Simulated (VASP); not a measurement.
Wanted: the native input for a VASP 6.6.1 run.

* Task: single point
* Functional: RPBE
* Potentials or basis: VASP PAW PBE potentials, release 64 (Hg)
* Cutoff: 520 eV
* k mesh: 8 × 8 × 8
* Occupations: gaussian, width 0.1 eV
* Spin: collinear spin, zero start
* Starting moments: [0.0] μB
* Dipole correction: no
* Further INCAR settings: ALGO = Normal; EDIFF = 1e-07; NBANDS = 16

The structure of Hg lies in POSCAR:

```
Hg
1.0
    0.0000000000      2.3919113801      2.3919113801
    2.3919113801      0.0000000000      2.3919113801
    2.3919113801      2.3919113801      0.0000000000
Hg
1
Direct
    0.0000000000      0.0000000000      0.0000000000
```

The input as run:

INCAR

```
PREC = Accurate ; ENCUT = 520
EDIFF = 1E-7 ; ISMEAR = 0
SIGMA = 0.1 ; LREAL = False
LASPH = True ; NELM = 150
ALGO = Normal ; ISIF = 2
LWAVE = False ; LCHARG = True
ISPIN = 2 ; MAGMOM = 0
LORBIT = 11 ; GGA = RP
LELF = True ; LVHAR = True
NBANDS = 16
```

KPOINTS

```
Automatic mesh
0
Gamma
  8 8 8
```

Potentials or basis: VASP PAW PBE potentials, release 64 (Hg).

The run is started by

```sh
$ cat potpaw_PBE.64/Hg/POTCAR > POTCAR
$ mpirun -np 1 vasp_std > vasp.out
```

Results of the run:

- Pressure: 4.3 GPa
- Band gap on the k mesh: zero (filled and empty bands overlap)
- Net moment: 0.00 μB per cell
- Valence electrons inside the program's atomic spheres: Hg 10.45

Caveat: the PAW data sets were made with another functional, which shifts forces and pressure a little; spin-orbit coupling is left out, which moves the levels of the heavy elements.

Run time: 14 s on 1 thread of Intel(R) Xeon(R) 6975P-C (Granite Rapids), on a shared host, peak memory 0.17 GiB.
